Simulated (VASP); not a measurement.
Write the native input for VASP 6.6.1 that does the following.

| Property | Result |
| --- | --- |
| Task | single point |
| Functional | r2SCAN |
| Potentials or basis | VASP PAW PBE potentials, release 64 (Ga_d, N_h) |
| Cutoff | 1460 eV |
| k mesh | 10 × 10 × 10 |
| Occupations | gaussian, width 0.01 eV |
| Spin | no spin polarisation |
| Dipole correction | no |
| Further INCAR settings | ALGO = Normal; EDIFF = 1e-06; NBANDS = 16 |

The system is GaN.

```
Ga N
1.0
     0.00000    2.28606    2.20813
     2.28606    0.00000    2.20813
     2.28606    2.28606    0.00000
Ga N
1 1
Cartesian
  0.0000 0.0000 0.0000
  1.1430 1.1430 1.1041
```

This cell differs from its parent crystal: epitaxial xy strain +1.7%.

These files were run (other wordings do the same):

POSCAR

```
GaN
1.0
    0.0000000000      2.2860602613      2.2081320503
    2.2860602613      0.0000000000      2.2081320503
    2.2860602613      2.2860602613      0.0000000000
Ga N
1 1
Direct
    0.0000000000      0.0000000000      0.0000000000
    0.2500000000      0.2500000000      0.2500000000
```

INCAR.step1

```
ALGO = Normal
EDIFF = 1E-5
ENCUT = 1460
GGA = PE
GGA_COMPAT = F
ISMEAR = 0
LASPH = T
LCHARG = F
LREAL = F
LWAVE = T
NBANDS = 16
NELM = 120
PREC = Accurate
SIGMA = 0.01
```

INCAR.step2

```
ALGO = Normal
EDIFF = 1E-6
ENCUT = 1460
GGA_COMPAT = F
ISIF = 2
ISMEAR = 0
ISTART = 1
LASPH = T
LCHARG = F
LMIXTAU = T
LREAL = F
LWAVE = F
METAGGA = R2SCAN
NBANDS = 16
NELM = 120
PREC = Accurate
SIGMA = 0.01
```

KPOINTS

```
k-points
0
Gamma
  10 10 10
```

Potentials or basis: VASP PAW PBE potentials, release 64 (Ga_d, N_h).

Command:

```bash
$ cat potpaw_PBE.64/Ga_d/POTCAR potpaw_PBE.64/N_h/POTCAR > POTCAR
$ cp INCAR.step1 INCAR
$ mpirun -np 1 vasp_std > vasp.out
$ cp INCAR.step2 INCAR
$ mpirun -np 1 vasp_std > vasp.out
```

Results of the run:

```yaml
Pressure: -1.7 GPa
Band_gap_on_the_k_mesh: 1.96 eV
```

Caveat: the cell differs from its parent crystal (epitaxial xy strain +1.7%); the structure was generated, so it needn't be the stable form of GaN; the PAW data sets were made with another functional, which shifts forces and pressure a little.

It took 7.1 min on 1 thread of Intel(R) Xeon(R) Platinum 8375C CPU @ 2.90GHz (Ice Lake), on a shared host, peak memory 0.39 GiB.
